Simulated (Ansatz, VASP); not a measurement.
**MgO: VASP beside Ansatz**

The input INCAR:

```
SYSTEM = MgO
ALGO = Normal
EDIFF = 1E-6
ENCUT = 600
GGA_COMPAT = .FALSE.
ISIF = 2
ISMEAR = 0
LASPH = .TRUE.
LCHARG = .TRUE.
LELF = .TRUE.
LREAL = .FALSE.
LVHAR = .TRUE.
LWAVE = .FALSE.
NBANDS = 11
NELM = 120
PREC = Accurate
SIGMA = 0.02
```

KPOINTS

```
k-points
0
G
  10 10 10
  0 0 0
```

Contents of POSCAR:

```
MgO
1.0
    0.0000000000      2.0803236596      2.0803236596
    2.0803236596      0.0000000000      2.0803236596
    2.0803236596      2.0803236596      0.0000000000
Mg O
1 1
Direct
    0.0000000000      0.0000000000      0.0000000000
    0.5000000000      0.5000000000      0.5000000000
```

Input for Ansatz:

```yaml
crystal:
  lattice:
    - [0.0, 2.0803236594, 2.0803236594]
    - [2.0803236594, 0.0, 2.0803236594]
    - [2.0803236594, 2.0803236594, 0.0]
  atoms:
    - { symbol: Mg, position: [0.0, 0.0, 0.0] }
    - { symbol: O, position: [0.5, 0.5, 0.5] }
basis:
  ecutwfc: 420
kpoints:
  mp_grid: { grid: [10, 10, 10] }
  band_path:
    path:
      - [[0.0, 0.0, 0.0], [0.5, 0.0, 0.5], [0.625, 0.25, 0.625]]
      - [[0.375, 0.375, 0.75], [0.0, 0.0, 0.0], [0.5, 0.5, 0.5], [0.5, 0.25, 0.75], [0.5, 0.0, 0.5]]
    npoints: 10
hamiltonian:
  xc: lda
  pseudopotentials: { kind: paw, azcp: { folder: soft_1 } }
scf:
  occupations: { method: gaussian, width: 0.02 }
  n_extra_bands: 7
output:
  forces: true
  stress: true
  eigenvalues: true
```

Alike in both runs: task single point; functional LDA; k mesh 10 × 10 × 10; occupations gaussian, width 0.02 eV; no spin polarisation.

|  | VASP | Ansatz |
| --- | --- | --- |
| version | VASP 6.6.1 | Ansatz 0.2.0 |
| potentials or method | VASP PAW LDA potentials, release 64 (Mg, O), cutoff 600 eV | scalar-relativistic, plane waves, PAW |
| valence electrons in the cell | 8 | 16 |

|  | VASP | Ansatz | Ansatz less VASP |
| --- | --- | --- | --- |
| gap on the k mesh at the Fermi level (eV) | 5.03 | 5.03 | +0.003 |
| least direct gap on the mesh (eV) | 5.03 | 5.03 | +0.003 |
| pressure (GPa) | -2.1 | 0.0 | +2.13 |

Ansatz warns that its potentials were made for another functional, while VASP's fit it. LDA's correlation is that of Perdew and Zunger in VASP and of Perdew and Wang (1992) in Ansatz. VASP's potentials hold 8 valence electrons a cell and Ansatz's 16, so a difference there can come from the potentials and not from the codes.
